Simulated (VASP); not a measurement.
# ZrSi3 (Pm-3m) in VASP: notebook

Runs on ZrSi3. Level: PBE. Tasks: single point.

All numbers are computed with VASP 6.6.1; they aren't measurements. Logs are shortened: lines on timing, memory, paths and dates and some standing lists are left out, and cuts for length are marked.

## 1. The cell of the first run

The structure is cubic, space group Pm-3m (No. 221). Conventional cell: a = 4.016 Å, b = 4.016 Å, c = 4.016 Å, α = 90.00°, β = 90.00°, γ = 90.00°. Zr (site symmetry m-3m) has 12 Si at 2.84 Å within 3.7 Å. Si (site symmetry 4/mmm) has 4 Zr at 2.84 Å and 8 Si at 2.84 Å within 3.7 Å.

## 2. Single point, PBE (16.20 Å³/atom)

The input, INCAR:

```
ALGO = Normal
EDIFF = 1E-6
ENCUT = 520
GGA = PE
ISIF = 2
ISMEAR = 0
LASPH = T
LCHARG = T
LELF = T
LREAL = F
LVHAR = T
LWAVE = F
NBANDS = 20
NELM = 60
PREC = Accurate
SIGMA = 0.05
```

The input, KPOINTS:

```
k-points
0
Gamma
  8 8 8
```

The input, POSCAR:

```
ZrSi3
1.0
    4.0163676112      0.0000000000      0.0000000000
    0.0000000000      4.0163676112      0.0000000000
    0.0000000000      0.0000000000      4.0163676112
Zr Si
1 3
Direct
    0.0000000000      0.0000000000      0.0000000000
    0.0000000000      0.5000000000      0.5000000000
    0.5000000000      0.5000000000      0.0000000000
    0.5000000000      0.0000000000      0.5000000000
```

Potentials or basis: VASP PAW PBE potentials, release 64 (Zr_sv, Si).

Launch:

```
cat potpaw_PBE.64/Zr_sv/POTCAR potpaw_PBE.64/Si/POTCAR > POTCAR
mpirun -np 1 vasp_std > vasp.out
```

OUTCAR:

```text
EDIFF = 1E-6
   ENCUT = 520
   GGA = PE
   ISIF = 2
   ISMEAR = 0
   LASPH = T
   LREAL = F
   NELM = 60
   PREC = Accurate

 ion  position               nearest neighbor table
   1  0.000  0.000  0.000-   2 2.84   3 2.84   4 2.84   2 2.84   4 2.84   2 2.84   3 2.84   2 2.84
                             3 2.84   4 2.84   4 2.84   3 2.84
   2  0.000  0.500  0.500-   1 2.84   3 2.84   4 2.84   1 2.84   3 2.84   1 2.84   4 2.84   1 2.84
                             3 2.84   4 2.84   3 2.84   4 2.84
   3  0.500  0.500  0.000-   1 2.84   2 2.84   4 2.84   2 2.84   4 2.84   1 2.84   4 2.84   4 2.84
                             1 2.84   2 2.84   2 2.84   1 2.84
   4  0.500  0.000  0.500-   1 2.84   2 2.84   3 2.84   1 2.84   3 2.84   2 2.84   3 2.84   3 2.84
                             1 2.84   2 2.84   1 2.84   2 2.84

  LATTYP: Found a simple cubic cell.
 ALAT       =     4.0163676112

  Lattice vectors:

 A1 = (   4.0163676112,   0.0000000000,   0.0000000000)
 A2 = (   0.0000000000,   4.0163676112,   0.0000000000)
 A3 = (   0.0000000000,   0.0000000000,   4.0163676112)

Analysis of symmetry for initial positions (statically):
=====================================================================
 Subroutine PRICEL returns:
 Original cell was already a primitive cell.

 Routine SETGRP: Setting up the symmetry group for a
 simple cubic supercell.

 Subroutine GETGRP returns: Found 48 space group operations
 (whereof 48 operations were pure point group operations)
 out of a pool of 48 trial point group operations.

The static configuration has the point symmetry O_h .

Analysis of symmetry for dynamics (positions and initial velocities):
=====================================================================
 Subroutine PRICEL returns:
 Original cell was already a primitive cell.

 Routine SETGRP: Setting up the symmetry group for a
 simple cubic supercell.

 Subroutine GETGRP returns: Found 48 space group operations
 (whereof 48 operations were pure point group operations)
 out of a pool of 48 trial point group operations.

The dynamic configuration has the point symmetry O_h .

 Subroutine INISYM returns: Found 48 space group operations
 (whereof 48 operations are pure point group operations),
 and found     1 'primitive' translations

----------------------------------------------------------------------------------------

                                     Primitive cell

  volume of cell :      64.7889

  direct lattice vectors                    reciprocal lattice vectors
     4.016367611  0.000000000  0.000000000     0.248981193  0.000000000  0.000000000
     0.000000000  4.016367611  0.000000000     0.000000000  0.248981193  0.000000000
     0.000000000  0.000000000  4.016367611     0.000000000  0.000000000  0.248981193

  length of vectors
     4.016367611  4.016367611  4.016367611     0.248981193  0.248981193  0.248981193

  position of ions in fractional coordinates (direct lattice)
     0.000000000  0.000000000  0.000000000
     0.000000000  0.500000000  0.500000000
     0.500000000  0.500000000  0.000000000
     0.500000000  0.000000000  0.500000000

  ion indices of the primitive-cell ions
   primitive index   ion index
                 1           1
                 2           2
                 3           3
                 4           4

----------------------------------------------------------------------------------------

 KPOINTS: k-points

Automatic generation of k-mesh.
 Grid dimensions read from file:
 generate k-points for:    8    8    8

 Generating k-lattice:

  Cartesian coordinates                     Fractional coordinates (reciprocal lattice)
     0.031122649  0.000000000  0.000000000     0.125000000  0.000000000  0.000000000
     0.000000000  0.031122649  0.000000000     0.000000000  0.125000000  0.000000000
     0.000000000  0.000000000  0.031122649     0.000000000  0.000000000  0.125000000

  Length of vectors
     0.031122649  0.031122649  0.031122649

  Shift w.r.t. Gamma in fractional coordinates (k-lattice)
     0.000000000  0.000000000  0.000000000

 Subroutine IBZKPT returns following result:
 ===========================================

 Found     35 irreducible k-points:

 Following reciprocal coordinates:
            Coordinates               Weight
  0.000000  0.000000  0.000000      1.000000
  0.125000  0.000000  0.000000      6.000000
  0.250000  0.000000  0.000000      6.000000
  0.375000  0.000000  0.000000      6.000000
  0.500000  0.000000  0.000000      3.000000
  0.125000  0.125000  0.000000     12.000000
[... 16 lines left out ...]
  0.375000  0.375000  0.125000     24.000000
  0.500000  0.375000  0.125000     24.000000
 [... further k-points ...]
   k-points           NKPTS =     35   k-points in BZ     NKDIM =     35   number of bands    NBANDS=     20
   number of dos      NEDOS =    301   number of ions     NIONS =      4
   total plane-waves  NPLWV =  27000
   dimension x,y,z NGX =    30 NGY =   30 NGZ =   30
   dimension x,y,z NGXF=    60 NGYF=   60 NGZF=   60
   ions per type =               1   3
   NGX,Y,Z   is equivalent  to a cutoff of  12.42, 12.42, 12.42 a.u.
   NGXF,Y,Z  is equivalent  to a cutoff of  24.84, 24.84, 24.84 a.u.
 SYSTEM =  unknown system
   PREC   = accura    normal or accurate (medium, high low for compatibility)
   ISTART =      0    job   : 0-new  1-cont  2-samecut
   ICHARG =      2    charge: 1-file 2-atom 10-const
   ISPIN  =      1    spin polarized calculation?
   LNONCOLLINEAR =      F non collinear calculations
   LSORBIT =      F    spin-orbit coupling
   LASPH  =      T    aspherical Exc in radial PAW
   ENCUT  =  520.0 eV  38.22 Ry    6.18 a.u.   7.47  7.47  7.47*2*pi/ulx,y,z
   NELM   =     60;   NELMIN=  2; NELMDL= -5     # of ELM steps
   EDIFF  = 0.1E-05   stopping-criterion for ELM
   LREAL  =      F    real-space projection
   EDIFFG = 0.1E-04   stopping-criterion for IOM
   NSW    =      0    number of steps for IOM
   IBRION =     -1    ionic relax: 0-MD 1-quasi-New 2-CG
   NFREE  =      0    steps in history (QN), initial steepest desc. (CG)
   ISIF   =      2    stress and relaxation
   ISYM   =      2    0-nonsym 1-usesym 2-fastsym
   POTIM  = 0.5000    time-step for ionic-motion
   TEBEG  =    0.0;   TEEND  =   0.0 temperature during run
   PSTRESS=    0.0 pullay stress
   NELECT =      24.0000    total number of electrons
   NUPDOWN=      -1.0000    fix difference up-down
   EMIN   =  10.00;   EMAX   =-10.00  energy-range for DOS
   EFERMI =   0.00;   METHOD = LEGACY
   ISMEAR =     0;   SIGMA  =   0.05  broadening in eV -4-tet -1-fermi 0-gaus
   EFERMI_NEDOS =   21; number of points for ismear=-14 and -15
   IALGO  =     38    algorithm
   IMIX   =      4    mixing-type and parameters
     AMIX     =   0.40;   BMIX     =  1.00
     AMIX_MAG =   1.60;   BMIX_MAG =  1.00
  volume/ion in A,a.u.               =      16.20       109.30
  Fermi-wavevector in a.u.,A,eV,Ry     =   1.175741  2.221829 18.808254  1.382368
  Thomas-Fermi vector in A             =   2.312117
   LORBIT       =      0    0 simple, 1 ext, 2 COOP (PROOUT), +10 PAW based schemes
   GGA     = PE    functional components
   LHFCALC =     F    Hartree Fock is set to
   AEXX    =    0.0000 exact exchange contribution
   IVDW    =     0    specifies the selected vdW correction
   LEPSILON=     F    determine dielectric tensor
   LRPA    =     F    only Hartree local field effects (RPA)
 non-spin polarized calculation
 Gauss-broadening in eV      SIGMA  =   0.05
  energy-cutoff  :      520.00
  volume of cell :       64.79
 maximum number of plane-waves:      1775
 NGX is ok and might be reduce to    30
   NGX = 15   NGY = 15   NGZ = 15

 number of electron      24.0000002 magnetization

 Free energy of the ion-electron system (eV)
  ---------------------------------------------------
  ext. energy  EPLUGINS =         0.00000000
  ---------------------------------------------------
  free energy    TOTEN  =       -25.32601912 eV

  energy without entropy =      -25.32376625  energy(sigma->0) =      -25.32489269

 E-fermi :  10.4071     XC(G=0): -11.2853

 val. band max:       10.3928054515   @ k =   0.2500   0.0000   0.0000
 cond. band min:      10.4138677011   @ k =   0.2500   0.2500   0.2500
 fundamental gap:      0.0210622496
 Fermi energy:        10.4070977898

 k-point     1 :       0.0000    0.0000    0.0000
  band No.  band energies     occupation
      1     -38.9981      2.00000
      2     -17.0869      2.00000
      3     -17.0869      2.00000
      4     -17.0869      2.00000
      5      -2.4470      2.00000
      6       4.5070      2.00000
[... 12 lines left out ...]
     19      12.6971      0.00000
     20      16.4772      0.00000

 k-point     2 :       0.1250    0.0000    0.0000
  band No.  band energies     occupation
      1     -38.9976      2.00000
      2     -17.0997      2.00000
      3     -17.0857      2.00000
      4     -17.0857      2.00000
      5      -2.2930      2.00000
      6       3.7921      2.00000
[... 12 lines left out ...]
     19      14.3537      0.00000
     20      15.6130      0.00000

 k-point     3 :       0.2500    0.0000    0.0000
  band No.  band energies     occupation
      1     -38.9965      2.00000
      2     -17.1305      2.00000
      3     -17.0829      2.00000
      4     -17.0829      2.00000
      5      -1.8426      2.00000
      6       2.4995      2.00000
[... 12 lines left out ...]
     19      14.9258      0.00000
     20      15.0423      0.00000

 k-point     4 :       0.3750    0.0000    0.0000
  band No.  band energies     occupation
      1     -38.9954      2.00000
      2     -17.1610      2.00000
      3     -17.0801      2.00000
      4     -17.0801      2.00000
      5      -1.1379      2.00000
      6       1.2075      2.00000
[... 429 lines left out ...]
 k-point    23 :       0.3750    0.3750    0.1250
  band No.  band energies     occupation
      1     -38.9924      2.00000
      2     -17.1488      2.00000
      3     -17.1471      2.00000
      4     -17.0848      2.00000
      5       0.0267      2.00000
      6       2.2036      2.00000
[... 12 lines left out ...]
     19      15.0997      0.00000
     20      15.8022      0.00000

 k-point    24 :       0.5000    0.3750    0.1250
  band No.  band energies     occupation
      1     -38.9919      2.00000
      2     -17.1596      2.00000
      3     -17.1460      2.00000
      4     -17.0836      2.00000
      5       0.4452      2.00000
      6       1.6444      2.00000
[... 12 lines left out ...]
     19      15.6246      0.00000
     20      16.5409      0.00000

 [... further k-points ...]

------------------------ aborting loop because EDIFF is reached ----------------------------------------

  FORCE on cell =-STRESS in cart. coord.  units (eV):
  Direction    XX          YY          ZZ          XY          YZ          ZX
  --------------------------------------------------------------------------------------
  -------------------------------------------------------------------------------------
  Total       -0.8779040     -0.8779040     -0.8779040      0.0000000     -0.0000000      0.0000000
  in kB      -21.7098706    -21.7098706    -21.7098706      0.0000000     -0.0000000      0.0000000
  external PRESSURE =     -21.7098706 kB  Pullay stress =       0.0000000 kB

 VOLUME and BASIS-vectors are now :
 -----------------------------------------------------------------------------
  energy-cutoff  :      520.00
  volume of cell :       64.79
      direct lattice vectors                 reciprocal lattice vectors
     4.016367611  0.000000000  0.000000000     0.248981193  0.000000000  0.000000000
     0.000000000  4.016367611  0.000000000     0.000000000  0.248981193  0.000000000
     0.000000000  0.000000000  4.016367611     0.000000000  0.000000000  0.248981193

 POSITION                                       TOTAL-FORCE (eV/Angst)
 -----------------------------------------------------------------------------------
      0.00000      0.00000      0.00000         0.000000      0.000000      0.000000
      0.00000      2.00818      2.00818         0.000000      0.000000      0.000000
      2.00818      2.00818      0.00000         0.000000      0.000000      0.000000
      2.00818      0.00000      2.00818         0.000000      0.000000      0.000000
 -----------------------------------------------------------------------------------
    total drift:                               -0.000000     -0.000000      0.000000

  FREE ENERGIE OF THE ION-ELECTRON SYSTEM (eV)
  ---------------------------------------------------
  free  energy   TOTEN  =       -25.3260191167 eV

  energy  without entropy=      -25.3237662546  energy(sigma->0) =      -25.32489269
```

Wall time 62 s (1 thread of AMD EPYC 7R13, shared host); peak memory 0.16 GiB.

Results:

| Item | Value |
| --- | --- |
| Free energy | -25.3260 eV |
| Pressure | -2.2 GPa |
| Band gap on the k mesh | zero (bands 12 and 13 overlap by 2.34 eV) |

## 3. Single point, PBE

This run uses another cell than the first one, of 16.54 Å³/atom.

The input, INCAR:

```
SYSTEM = ZrSi3
PREC     = Accurate       ! precision mode
ENCUT    = 520            ! plane-wave cutoff, eV
EDIFF    = 1E-7           ! SCF threshold, eV
ISMEAR   = 0              ! smearing method
SIGMA    = 0.05           ! smearing width, eV
LREAL    = .FALSE.        ! projectors in reciprocal space
LASPH    = .TRUE.         ! aspherical terms in the spheres
NELM     = 80             ! most SCF steps
ALGO     = Normal         ! electronic algorithm
ISIF     = 2              ! what is computed and relaxed
LWAVE    = .FALSE.        ! write WAVECAR
LCHARG   = .FALSE.        ! write CHGCAR
GGA      = PE             ! functional
NBANDS   = 20             ! bands
```

The input, KPOINTS:

```
Automatic mesh
0
G
  8 8 8
  0 0 0
```

The input, POSCAR:

```
ZrSi3
1.0
    4.0442992497      0.0000000000      0.0000000000
    0.0000000000      4.0442992497      0.0000000000
    0.0000000000      0.0000000000      4.0442992497
Zr Si
1 3
Direct
    0.0000000000      0.0000000000      0.0000000000
    0.0000000000      0.5000000000      0.5000000000
    0.5000000000      0.5000000000      0.0000000000
    0.5000000000      0.0000000000      0.5000000000
```

Potentials or basis: VASP PAW PBE potentials, release 64 (Zr_sv, Si).

Launch:

```
cat potpaw_PBE.64/Zr_sv/POTCAR potpaw_PBE.64/Si/POTCAR > POTCAR
mpirun -np 1 vasp_std > vasp.out
```

OUTCAR:

```text
SYSTEM = ZrSi3
   PREC = Accurate
   ENCUT = 520
   EDIFF = 1E-7
   ISMEAR = 0
   LREAL = .FALSE.
   LASPH = .TRUE.
   NELM = 80
   ISIF = 2
   GGA = PE

 ion  position               nearest neighbor table
   1  0.000  0.000  0.000-   2 2.86   3 2.86   4 2.86   2 2.86   4 2.86   2 2.86   3 2.86   2 2.86
                             3 2.86   4 2.86   4 2.86   3 2.86
   2  0.000  0.500  0.500-   1 2.86   3 2.86   4 2.86   1 2.86   3 2.86   1 2.86   4 2.86   1 2.86
                             3 2.86   4 2.86   3 2.86   4 2.86
   3  0.500  0.500  0.000-   1 2.86   2 2.86   4 2.86   2 2.86   4 2.86   1 2.86   4 2.86   4 2.86
                             1 2.86   2 2.86   2 2.86   1 2.86
   4  0.500  0.000  0.500-   1 2.86   2 2.86   3 2.86   1 2.86   3 2.86   2 2.86   3 2.86   3 2.86
                             1 2.86   2 2.86   1 2.86   2 2.86

  LATTYP: Found a simple cubic cell.
 ALAT       =     4.0442992497

  Lattice vectors:

 A1 = (   4.0442992497,   0.0000000000,   0.0000000000)
 A2 = (   0.0000000000,   4.0442992497,   0.0000000000)
 A3 = (   0.0000000000,   0.0000000000,   4.0442992497)

Analysis of symmetry for initial positions (statically):
=====================================================================
 Subroutine PRICEL returns:
 Original cell was already a primitive cell.

 Routine SETGRP: Setting up the symmetry group for a
 simple cubic supercell.

 Subroutine GETGRP returns: Found 48 space group operations
 (whereof 48 operations were pure point group operations)
 out of a pool of 48 trial point group operations.

The static configuration has the point symmetry O_h .

Analysis of symmetry for dynamics (positions and initial velocities):
=====================================================================
 Subroutine PRICEL returns:
 Original cell was already a primitive cell.

 Routine SETGRP: Setting up the symmetry group for a
 simple cubic supercell.

 Subroutine GETGRP returns: Found 48 space group operations
 (whereof 48 operations were pure point group operations)
[... 125 lines left out ...]
     AMIX     =   0.40;   BMIX     =  1.00
     AMIX_MAG =   1.60;   BMIX_MAG =  1.00
  volume/ion in A,a.u.               =      16.54       111.60
  Fermi-wavevector in a.u.,A,eV,Ry     =   1.167621  2.206484 18.549356  1.363339
  Thomas-Fermi vector in A             =   2.304119
   LORBIT       =      0    0 simple, 1 ext, 2 COOP (PROOUT), +10 PAW based schemes
   GGA     = PE    functional components
   LHFCALC =     F    Hartree Fock is set to
   AEXX    =    0.0000 exact exchange contribution
   IVDW    =     0    specifies the selected vdW correction
   LEPSILON=     F    determine dielectric tensor
   LRPA    =     F    only Hartree local field effects (RPA)
 non-spin polarized calculation
 Gauss-broadening in eV      SIGMA  =   0.05
  energy-cutoff  :      520.00
  volume of cell :       66.15
 maximum number of plane-waves:      1803
   NGX = 15   NGY = 15   NGZ = 15

 number of electron      24.0000003 magnetization

 Free energy of the ion-electron system (eV)
  ---------------------------------------------------
  ext. energy  EPLUGINS =         0.00000000
  ---------------------------------------------------
  free energy    TOTEN  =       -25.29889559 eV

  energy without entropy =      -25.29641992  energy(sigma->0) =      -25.29765775

 E-fermi :  10.1468     XC(G=0): -11.1962

 val. band max:       10.1466325148   @ k =   0.2500   0.0000   0.0000
 cond. band min:      10.1763528704   @ k =   0.3750   0.3750   0.0000
 fundamental gap:      0.0297203556
 Fermi energy:        10.1468192008

 k-point     1 :       0.0000    0.0000    0.0000
  band No.  band energies     occupation
      1     -39.3191      2.00000
      2     -17.3953      2.00000
      3     -17.3953      2.00000
      4     -17.3953      2.00000
      5      -2.5589      2.00000
      6       4.2901      2.00000
[... 541 lines left out ...]
     19      15.2659      0.00000
     20      16.1475      0.00000

 [... further k-points ...]

------------------------ aborting loop because EDIFF is reached ----------------------------------------

  FORCE on cell =-STRESS in cart. coord.  units (eV):
  Direction    XX          YY          ZZ          XY          YZ          ZX
  --------------------------------------------------------------------------------------
  -------------------------------------------------------------------------------------
  Total       -1.7556172     -1.7556172     -1.7556172      0.0000000     -0.0000000     -0.0000000
  in kB      -42.5216946    -42.5216946    -42.5216946      0.0000000     -0.0000000     -0.0000000
  external PRESSURE =     -42.5216946 kB  Pullay stress =       0.0000000 kB

 VOLUME and BASIS-vectors are now :
 -----------------------------------------------------------------------------
  energy-cutoff  :      520.00
  volume of cell :       66.15
      direct lattice vectors                 reciprocal lattice vectors
     4.044299250  0.000000000  0.000000000     0.247261624  0.000000000  0.000000000
     0.000000000  4.044299250  0.000000000     0.000000000  0.247261624  0.000000000
     0.000000000  0.000000000  4.044299250     0.000000000  0.000000000  0.247261624

 POSITION                                       TOTAL-FORCE (eV/Angst)
 -----------------------------------------------------------------------------------
      0.00000      0.00000      0.00000         0.000000      0.000000      0.000000
      0.00000      2.02215      2.02215         0.000000      0.000000      0.000000
      2.02215      2.02215      0.00000         0.000000      0.000000      0.000000
      2.02215      0.00000      2.02215         0.000000      0.000000      0.000000
 -----------------------------------------------------------------------------------
    total drift:                               -0.000000     -0.000000      0.000000

  FREE ENERGIE OF THE ION-ELECTRON SYSTEM (eV)
  ---------------------------------------------------
  free  energy   TOTEN  =       -25.2988955901 eV

  energy  without entropy=      -25.2964199188  energy(sigma->0) =      -25.29765775
```

Wall time 59 s (1 thread of AMD EPYC 7R13, shared host); peak memory 0.16 GiB.

Results:

* Free energy: -25.2989 eV
* Pressure: -4.3 GPa
* Band gap on the k mesh: zero (bands 12 and 13 overlap by 2.28 eV)

Caveat: the cell stands under tension.
